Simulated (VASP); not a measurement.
Rh, 2 atoms in the cell. The structure is hexagonal, space group P6_3/mmc (No. 194). The conventional cell has a = 2.731 Å, b = 2.731 Å, c = 4.428 Å, α = 90.00°, β = 90.00°, γ = 120.00°. Within 3.6 Å of Rh (site symmetry -6m2) lie 12 Rh at 2.72 to 2.73 Å. 

```yaml
Program: VASP 6.6.1
Task: single point
Functional: LDA
Potentials_or_basis: VASP PAW LDA potentials, release 64 (Rh_pv)
Cutoff: 520 eV
k_mesh: 11 × 11 × 6
Occupations: fermi-dirac, width 0.05 eV
Spin: no spin polarisation
Dipole_correction: no
Further_INCAR_settings: ALGO = Normal; EDIFF = 1e-07; NBANDS = 22
```

Potentials or basis: VASP PAW LDA potentials, release 64 (Rh_pv).

Launch:

```bash
$ cat potpaw_LDA.64/Rh_pv/POTCAR > POTCAR
$ mpirun -np 1 vasp_std > vasp.out
```

Hardware: 1 thread of Intel(R) Xeon(R) 6975P-C (Granite Rapids), with other jobs on the host.

Problem. How long does it take, and how much memory?

Solution. Wall time 14 s on 1 thread of Intel(R) Xeon(R) 6975P-C (Granite Rapids), with other jobs on the host, peak memory 0.14 GiB. Counts: scf iterations 11, k points 64.
